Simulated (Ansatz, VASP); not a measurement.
## SnO2 in VASP and in Ansatz

```
Sn O
1.0
     1.61709    0.93363    4.80059
    -1.61709    0.93363    4.80059
     0.00000   -1.86726    4.80059
Sn O
1 2
Cartesian
  0.0000 0.0000 7.2009
  -0.0200 0.0000 3.4157
  0.0000 0.0000 10.9861
```

Alike in both runs: task single point; functional PBEsol; k mesh 6 × 6 × 6; no spin polarisation.

```csv
,VASP,Ansatz
version,VASP 6.6.1,Ansatz 0.2.0
potentials or method,"VASP PAW PBE potentials, release 64 (Sn_d, O_h), cutoff 910 eV","plane waves, PAW"
occupations,"gaussian, width 0.01 eV",fixed
valence electrons in the cell,26,26
```

VASP gave:

```
rms of the force components (eV/Å) : 0.176
```

Question: Estimate Ansatz's values.

Answer: rms of the force components (eV/Å): 0.199.

VASP's potentials were made for PBE, not for PBEsol. Atom by atom the forces differ by 0.026 eV/Å (rms over components).

Noted on VASP's run: the cutoff is short for stress, so the pressure is rough.
